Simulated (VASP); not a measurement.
RbBr:

```
CELL_PARAMETERS angstrom
4.12608 0.00000 0.00000
0.00000 4.12608 0.00000
0.00000 0.00000 4.12608
ATOMIC_POSITIONS crystal
Rb 0.00000 0.00000 0.00000
Br 0.50000 0.50000 0.50000
```

| Quantity | Value |
| --- | --- |
| Program | VASP 6.6.1 |
| Task | relaxation of cell and atoms |
| Functional | PBE |
| Potentials or basis | VASP PAW PBE potentials, release 64 (Rb_sv, Br) |
| Cutoff | 600 eV |
| k mesh | 5 × 5 × 5 |
| Occupations | fermi-dirac, width 0.05 eV |
| Spin | non-collinear spin, zero start, spin-orbit coupling |
| Starting moments | [[0.0, 0.0, 0.0], [0.0, 0.0, 0.0]] μB |

At the start: pressure 0.8 GPa; volume 35.12 Å³/atom.

**Question.** Where does the relaxation end?

**Answer.** Over 4 steps the energy falls by 4.8 meV/atom and the volume is 37.04 Å³/atom (+5.5 %); space group Pm-3m (No. 221, to 0.1 Å) before and after; moment 0.00 μB per cell.

The path:
```tsv
step	energy change (eV)	largest force (eV/Å)	pressure (GPa)	volume (Å³)
1	0.0000	0.0000	0.84	70.24
2	-0.0072	0.0000	0.40	72.12
3	-0.0096	0.0000	0.02	73.97
4	-0.0096	0.0000	0.01	74.09
```

Final structure:
```
Rb Br
1.0
     4.20002    0.00000    0.00000
     0.00000    4.20002    0.00000
     0.00000    0.00000    4.20002
Rb Br
1 1
Direct
  0.00000 0.00000 0.00000
  0.50000 0.50000 0.50000
```
